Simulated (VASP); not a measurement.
# CuSi16 (a cell with a defect) in VASP: single point with PBE

Aim: the single point of CuSi16 (a cell with a defect) with PBE.

Everything below comes from runs of VASP 6.6.1. Logs are shortened: lines on timing, memory, paths and dates and some standing lists are left out, and cuts for length are marked.

### Step 1. The cell of the first run

The cell holds a defect, 17 atoms: a = 7.679 Å, b = 7.679 Å, c = 7.679 Å, α = 60.00°, β = 60.00°, γ = 60.00°.

### Step 2. Single point, PBE

INCAR reads:

```
PREC = Accurate
ENCUT = 520
EDIFF = 1E-6
ISMEAR = -1
SIGMA = 0.02
LREAL = Auto
LASPH = T
NELM = 80
ALGO = Normal
ISIF = 2
LWAVE = F
LCHARG = T
GGA = PE
LELF = T
LVHAR = T
NELECT = 74.0
NBANDS = 52
```

KPOINTS reads:

```
Automatic mesh
0
Gamma
  2 2 2
```

POSCAR reads:

```
CuSi16
1.0
    0.0000000000      5.4300000000      5.4300000000
    5.4300000000      0.0000000000      5.4300000000
    5.4300000000      5.4300000000      0.0000000000
Si Cu
16 1
Direct
    0.0039857274      0.0101137201     -0.0040361878
    0.1194272560      0.1517388582      0.1155930018
   -0.0021892265      0.0057291897      0.5038352670
    0.1350619705      0.1212890424      0.6223220074
   -0.0143324125      0.5214780847      0.0179738490
    0.1344596685      0.6294384899      0.1300139963
    0.0038151013      0.4953674033      0.5097259669
    0.1205633517      0.6159491713      0.6490243094
    0.4967525783      0.0094825967     -0.0047888582
    0.6311547882      0.1215673112      0.1217702578
    0.5067713628     -0.0049225599      0.4950569982
    0.6265729282      0.1205023941      0.6213581952
    0.5078782689      0.4956257827     -0.0042802947
    0.6171783610      0.6277431860      0.1280930939
    0.4978338858      0.4947826888      0.5088786372
    0.6310029466      0.6214959484      0.6220401473
    0.2287657459      0.7796543278      0.2772403315
```

Potentials or basis: VASP PAW PBE potentials, release 64 (Si, Cu).

Run with:

```console
> cat potpaw_PBE.64/Si/POTCAR potpaw_PBE.64/Cu/POTCAR > POTCAR
> mpirun -np 1 vasp_std > vasp.out
```

OUTCAR:

```text
PREC = Accurate
   ENCUT = 520
   EDIFF = 1E-6
   ISMEAR = -1
   LREAL = Auto
   LASPH = T
   NELM = 80
   ISIF = 2
   GGA = PE
   NELECT = 74.0

 ion  position               nearest neighbor table
   1  0.004  0.010  0.996-  10 2.34   4 2.34   2 2.36   6 2.39  17 2.76
   2  0.119  0.152  0.116-   5 2.32  17 2.35   1 2.36   9 2.37   3 2.44
   3  0.998  0.006  0.504-   4 2.33  12 2.33   2 2.44   8 2.45  17 2.46
   4  0.135  0.121  0.622-   3 2.33  11 2.33   1 2.34   7 2.35
   5  0.986  0.521  0.018-  14 2.32   6 2.32   8 2.32   2 2.32
   6  0.134  0.629  0.130-   5 2.32  13 2.34   7 2.38   1 2.39  17 2.47
   7  0.004  0.495  0.510-  16 2.34   4 2.35   8 2.36   6 2.38  17 2.78
   8  0.121  0.616  0.649-   5 2.32  17 2.35   7 2.36  15 2.37   3 2.45
   9  0.497  0.009  0.995-  10 2.34  12 2.35   2 2.37  14 2.39  17 2.72
  10  0.631  0.122  0.122-   1 2.34  11 2.34   9 2.34  13 2.35
  11  0.507  0.995  0.495-  12 2.33   4 2.33  10 2.34  16 2.34
  12  0.627  0.121  0.621-  11 2.33   3 2.33   9 2.35  15 2.35
  13  0.508  0.496  0.996-  16 2.34   6 2.34  10 2.35  14 2.35
  14  0.617  0.628  0.128-   5 2.32  13 2.35  15 2.39   9 2.39  17 2.45
  15  0.498  0.495  0.509-  16 2.34  12 2.35   8 2.37  14 2.39  17 2.74
  16  0.631  0.621  0.622-   7 2.34  15 2.34  11 2.34  13 2.34
  17  0.229  0.780  0.277-   8 2.35   2 2.35  14 2.45   3 2.46   6 2.47   9 2.72  15 2.74   1 2.76
                             7 2.78

  LATTYP: Found a face centered cubic cell.
 ALAT       =    10.8600000000

  Lattice vectors:

 A1 = (   0.0000000000,   5.4300000000,   5.4300000000)
 A2 = (   5.4300000000,   0.0000000000,   5.4300000000)
 A3 = (   5.4300000000,   5.4300000000,   0.0000000000)

Analysis of symmetry for initial positions (statically):
=====================================================================
 Subroutine PRICEL returns:
 Original cell was already a primitive cell.

 Routine SETGRP: Setting up the symmetry group for a
 face centered cubic supercell.

 Subroutine GETGRP returns: Found  1 space group operations
 (whereof  1 operations were pure point group operations)
 out of a pool of 48 trial point group operations.

The static configuration has the point symmetry C_1 .

Analysis of symmetry for dynamics (positions and initial velocities):
=====================================================================
 Subroutine PRICEL returns:
 Original cell was already a primitive cell.

 Routine SETGRP: Setting up the symmetry group for a
 face centered cubic supercell.

 Subroutine GETGRP returns: Found  1 space group operations
 (whereof  1 operations were pure point group operations)
 out of a pool of 48 trial point group operations.

The dynamic configuration has the point symmetry C_1 .

 Subroutine INISYM returns: Found  1 space group operations
 (whereof  1 operations are pure point group operations),
 and found     1 'primitive' translations

----------------------------------------------------------------------------------------

                                     Primitive cell

  volume of cell :     320.2060

  direct lattice vectors                    reciprocal lattice vectors
     0.000000000  5.430000000  5.430000000    -0.092081031  0.092081031  0.092081031
     5.430000000  0.000000000  5.430000000     0.092081031 -0.092081031  0.092081031
     5.430000000  5.430000000  0.000000000     0.092081031  0.092081031 -0.092081031

  length of vectors
     7.679179644  7.679179644  7.679179644     0.159489025  0.159489025  0.159489025

  position of ions in fractional coordinates (direct lattice)
     0.003985727  0.010113720  0.995963812
     0.119427256  0.151738858  0.115593002
     0.997810773  0.005729190  0.503835267
     0.135061970  0.121289042  0.622322007
     0.985667587  0.521478085  0.017973849
     0.134459668  0.629438490  0.130013996
[... 9 lines left out ...]
     0.631002947  0.621495948  0.622040147
     0.228765746  0.779654328  0.277240332

  ion indices of the primitive-cell ions
   primitive index   ion index
                 1           1
                 2           2
                 3           3
                 4           4
                 5           5
                 6           6
[... 9 lines left out ...]
                16          16
                17          17

----------------------------------------------------------------------------------------

 KPOINTS: Automatic mesh

Automatic generation of k-mesh.
 Grid dimensions read from file:
 generate k-points for:    2    2    2

 Generating k-lattice:

  Cartesian coordinates                     Fractional coordinates (reciprocal lattice)
    -0.046040516  0.046040516  0.046040516     0.500000000  0.000000000  0.000000000
     0.046040516 -0.046040516  0.046040516     0.000000000  0.500000000  0.000000000
     0.046040516  0.046040516 -0.046040516     0.000000000  0.000000000  0.500000000

  Length of vectors
     0.079744512  0.079744512  0.079744512

  Shift w.r.t. Gamma in fractional coordinates (k-lattice)
     0.000000000  0.000000000  0.000000000

 Subroutine IBZKPT returns following result:
 ===========================================

 Found      8 irreducible k-points:

 Following reciprocal coordinates:
            Coordinates               Weight
  0.000000  0.000000  0.000000      1.000000
  0.500000  0.000000  0.000000      1.000000
  0.000000  0.500000  0.000000      1.000000
  0.000000  0.000000  0.500000      1.000000
  0.500000  0.500000  0.500000      1.000000
  0.500000  0.500000  0.000000      1.000000
  0.000000  0.500000  0.500000      1.000000
  0.500000  0.000000  0.500000      1.000000
   k-points           NKPTS =      8   k-points in BZ     NKDIM =      8   number of bands    NBANDS=     52
   number of dos      NEDOS =    301   number of ions     NIONS =     17
   total plane-waves  NPLWV = 216000
   dimension x,y,z NGX =    60 NGY =   60 NGZ =   60
   dimension x,y,z NGXF=   120 NGYF=  120 NGZF=  120
   ions per type =              16   1
   NGX,Y,Z   is equivalent  to a cutoff of  12.99, 12.99, 12.99 a.u.
   NGXF,Y,Z  is equivalent  to a cutoff of  25.98, 25.98, 25.98 a.u.
 SYSTEM =  unknown system
   PREC   = accura    normal or accurate (medium, high low for compatibility)
   ISTART =      0    job   : 0-new  1-cont  2-samecut
   ICHARG =      2    charge: 1-file 2-atom 10-const
   ISPIN  =      1    spin polarized calculation?
   LNONCOLLINEAR =      F non collinear calculations
   LSORBIT =      F    spin-orbit coupling
   LASPH  =      T    aspherical Exc in radial PAW
   ENCUT  =  520.0 eV  38.22 Ry    6.18 a.u.  14.28 14.28 14.28*2*pi/ulx,y,z
   NELM   =     80;   NELMIN=  2; NELMDL= -5     # of ELM steps
   EDIFF  = 0.1E-05   stopping-criterion for ELM
   LREAL  =      T    real-space projection
   EDIFFG = 0.1E-04   stopping-criterion for IOM
   NSW    =      0    number of steps for IOM
   IBRION =     -1    ionic relax: 0-MD 1-quasi-New 2-CG
   NFREE  =      0    steps in history (QN), initial steepest desc. (CG)
   ISIF   =      2    stress and relaxation
   ISYM   =      2    0-nonsym 1-usesym 2-fastsym
   POTIM  = 0.5000    time-step for ionic-motion
   TEBEG  =    0.0;   TEEND  =   0.0 temperature during run
   PSTRESS=    0.0 pullay stress
   NELECT =      74.0000    total number of electrons
   NUPDOWN=      -1.0000    fix difference up-down
   EMIN   =  10.00;   EMAX   =-10.00  energy-range for DOS
   EFERMI =   0.00;   METHOD = LEGACY
   ISMEAR =    -1;   SIGMA  =   0.02  broadening in eV -4-tet -1-fermi 0-gaus
   EFERMI_NEDOS =   21; number of points for ismear=-14 and -15
   IALGO  =     38    algorithm
   IMIX   =      4    mixing-type and parameters
     AMIX     =   0.40;   BMIX     =  1.00
     AMIX_MAG =   1.60;   BMIX_MAG =  1.00
  volume/ion in A,a.u.               =      18.84       127.11
  Fermi-wavevector in a.u.,A,eV,Ry     =   1.004636  1.898488 13.732283  1.009294
  Thomas-Fermi vector in A             =   2.137265
   LORBIT       =      0    0 simple, 1 ext, 2 COOP (PROOUT), +10 PAW based schemes
   GGA     = PE    functional components
   LHFCALC =     F    Hartree Fock is set to
   AEXX    =    0.0000 exact exchange contribution
   IVDW    =     0    specifies the selected vdW correction
   LEPSILON=     F    determine dielectric tensor
   LRPA    =     F    only Hartree local field effects (RPA)
 non-spin polarized calculation
  energy-cutoff  :      520.00
  volume of cell :      320.21
 maximum number of plane-waves:      8646
 NGX is ok and might be reduce to    60
   NGX = 29   NGY = 29   NGZ = 29

 number of electron      73.9999996 magnetization

 Free energy of the ion-electron system (eV)
  ---------------------------------------------------
  ext. energy  EPLUGINS =         0.00000000
  ---------------------------------------------------
  free energy    TOTEN  =       -94.19654876 eV

  energy without entropy =      -94.19471884  energy(sigma->0) =      -94.19563380

 E-fermi :   6.3841     XC(G=0):  -9.6073

 val. band max:        6.3228786114   @ k =   0.0000   0.0000   0.0000
 cond. band min:       6.4452615170   @ k =   0.0000   0.0000   0.0000
 fundamental gap:      0.1223829055
 Fermi energy:         6.3840724824

 k-point     1 :       0.0000    0.0000    0.0000
  band No.  band energies     occupation
      1      -5.8964      2.00000
      2      -3.5243      2.00000
      3      -3.5175      2.00000
      4      -3.4926      2.00000
      5      -3.4752      2.00000
      6      -2.0461      2.00000
[... 41 lines left out ...]
     48       8.4804      0.00000
     49       8.6717      0.00000

 k-point     2 :       0.5000    0.0000    0.0000
  band No.  band energies     occupation
      1      -5.2309      2.00000
      2      -4.9307      2.00000
      3      -3.2835      2.00000
      4      -3.2620      2.00000
      5      -3.1945      2.00000
      6      -3.0462      2.00000
[... 41 lines left out ...]
     48       9.7916      0.00000
     49       9.8981      0.00000

 k-point     3 :       0.0000    0.5000    0.0000
  band No.  band energies     occupation
      1      -5.2027      2.00000
      2      -4.9688      2.00000
      3      -3.3135      2.00000
      4      -3.2329      2.00000
      5      -3.1741      2.00000
      6      -3.0363      2.00000
[... 41 lines left out ...]
     48       9.7491      0.00000
     49       9.9024      0.00000

 k-point     4 :       0.0000    0.0000    0.5000
  band No.  band energies     occupation
      1      -5.2049      2.00000
      2      -4.9650      2.00000
      3      -3.3111      2.00000
      4      -3.2413      2.00000
      5      -3.1733      2.00000
      6      -3.0363      2.00000
[... 41 lines left out ...]
     48       9.7504      0.00000
     49       9.9185      0.00000

 k-point     5 :       0.5000    0.5000    0.5000
  band No.  band energies     occupation
      1      -5.2327      2.00000
      2      -4.9296      2.00000
      3      -3.2826      2.00000
      4      -3.2612      2.00000
      5      -3.1937      2.00000
      6      -3.0442      2.00000
[... 41 lines left out ...]
     48       9.7873      0.00000
     49       9.8770      0.00000

 k-point     6 :       0.5000    0.5000    0.0000
  band No.  band energies     occupation
      1      -4.9253      2.00000
      2      -4.7342      2.00000
      3      -3.8688      2.00000
      4      -3.7759      2.00000
      5      -3.7574      2.00000
      6      -3.7377      2.00000
[... 41 lines left out ...]
     48      10.5091      0.00000
     49      10.5228      0.00000

 k-point     7 :       0.0000    0.5000    0.5000
  band No.  band energies     occupation
      1      -4.9376      2.00000
      2      -4.7193      2.00000
      3      -3.8645      2.00000
      4      -3.7813      2.00000
      5      -3.7502      2.00000
      6      -3.7489      2.00000
[... 41 lines left out ...]
     48      10.4913      0.00000
     49      10.5446      0.00000

 k-point     8 :       0.5000    0.0000    0.5000
  band No.  band energies     occupation
      1      -4.9253      2.00000
      2      -4.7343      2.00000
      3      -3.8688      2.00000
      4      -3.7761      2.00000
      5      -3.7574      2.00000
      6      -3.7377      2.00000
[... 41 lines left out ...]
     48      10.5089      0.00000
     49      10.5230      0.00000
 [bands above 49 left out]

------------------------ aborting loop because EDIFF is reached ----------------------------------------

  FORCE on cell =-STRESS in cart. coord.  units (eV):
  Direction    XX          YY          ZZ          XY          YZ          ZX
  --------------------------------------------------------------------------------------
  -------------------------------------------------------------------------------------
  Total       -0.7771885     -2.0549967     -2.0452808      0.0409760      0.0640163     -0.1217561
  in kB       -3.8887269    -10.2823462    -10.2337321      0.2050269      0.3203109     -0.6092168
  external PRESSURE =      -8.1349351 kB  Pullay stress =       0.0000000 kB

 VOLUME and BASIS-vectors are now :
 -----------------------------------------------------------------------------
  energy-cutoff  :      520.00
  volume of cell :      320.21
      direct lattice vectors                 reciprocal lattice vectors
     0.000000000  5.430000000  5.430000000    -0.092081031  0.092081031  0.092081031
     5.430000000  0.000000000  5.430000000     0.092081031 -0.092081031  0.092081031
     5.430000000  5.430000000  0.000000000     0.092081031  0.092081031 -0.092081031

 POSITION                                       TOTAL-FORCE (eV/Angst)
 -----------------------------------------------------------------------------------
      5.46300      5.42973      0.07656         0.009109     -0.018132      0.014551
      1.45161      1.27616      1.47243         0.052625      0.059263     -0.059929
      2.76693      8.15394      5.44922        -0.014105     -0.010751     -0.000503
      4.03781      4.11259      1.39199         0.000749      0.008705     -0.000930
      2.92922      5.44977      8.18380        -0.027633     -0.018058     -0.004718
      4.12383      1.43609      4.14797         0.027651      0.010554     -0.011262
[... 9 lines left out ...]
      6.75240      6.80402      6.80107        -0.008020     -0.012119     -0.008803
      5.73894      2.74761      5.47572        -0.124684      0.007086      0.040530
 -----------------------------------------------------------------------------------
    total drift:                                0.001865      0.004211      0.004253

  FREE ENERGIE OF THE ION-ELECTRON SYSTEM (eV)
  ---------------------------------------------------
  free  energy   TOTEN  =       -94.1965487645 eV

  energy  without entropy=      -94.1947188389  energy(sigma->0) =      -94.19563380
```

It took 6.4 min on 1 thread of Intel Xeon Platinum 8259CL at 2.50GHz (Skylake/Cascade Lake), shared host; peak memory 0.49 GiB.

Results:

```yaml
Free_energy: -94.1965 eV
Largest_force: 0.131 eV/Å
```

Forces in eV/Å, atoms in the order of the input:
```
Si   0.009 -0.018  0.015
Si   0.053  0.059 -0.060
Si  -0.014 -0.011 -0.001
Si   0.001  0.009 -0.001
Si  -0.028 -0.018 -0.005
Si   0.028  0.011 -0.011
Si   0.006  0.006 -0.013
Si   0.043 -0.052  0.051
Si  -0.001 -0.008  0.018
Si  -0.011  0.000 -0.020
Si   0.007 -0.002  0.004
Si   0.026  0.007 -0.006
Si  -0.020  0.013  0.022
Si   0.041 -0.001 -0.027
Si  -0.005  0.010  0.002
Si  -0.008 -0.012 -0.009
Cu  -0.125  0.007  0.041
```

Caveat: the k points lie up to 0.50 Å⁻¹ apart; the cell carries a net charge on a neutralising background, which shifts energy and pressure; the cell is charged against a uniform background, so pressure and absolute levels hang on convention.
